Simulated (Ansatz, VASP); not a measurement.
## Two plane-wave programs on TaH

```
Ta H
1.0
    -1.71729    1.71729    1.76480
     1.71729   -1.71729    1.76480
     1.71729    1.71729   -1.76480
Ta H
1 1
Direct
  0.00000 0.00000 0.00000
  0.25000 0.75000 0.50000
```

Alike in both runs: functional PBE; k mesh 8 × 8 × 8; occupations gaussian, width 0.2 eV; no spin polarisation.

Ansatz relaxed the structure, and its values are those at the end. VASP's run is a single point on that final structure, the one shown.

```csv
,VASP,Ansatz
version,VASP 6.6.1,Ansatz 0.2.0
potentials or method,"VASP PAW PBE potentials, release 64 (Ta_pv, H), cutoff 520 eV","scalar-relativistic, plane waves, PAW"
valence electrons in the cell,12,14
```

|  | VASP | Ansatz | Ansatz less VASP |
| --- | --- | --- | --- |
| gap on the k mesh at the Fermi level (eV) | none | none | - |
| pressure (GPa) | -0.1 | -0.3 | -0.15 |

A gap of «none» marks a metal or a gap that the smearing closes. VASP's potentials hold 12 valence electrons a cell and Ansatz's 14, so a difference there can come from the potentials and not from the codes.

Spin-orbit coupling is off throughout.
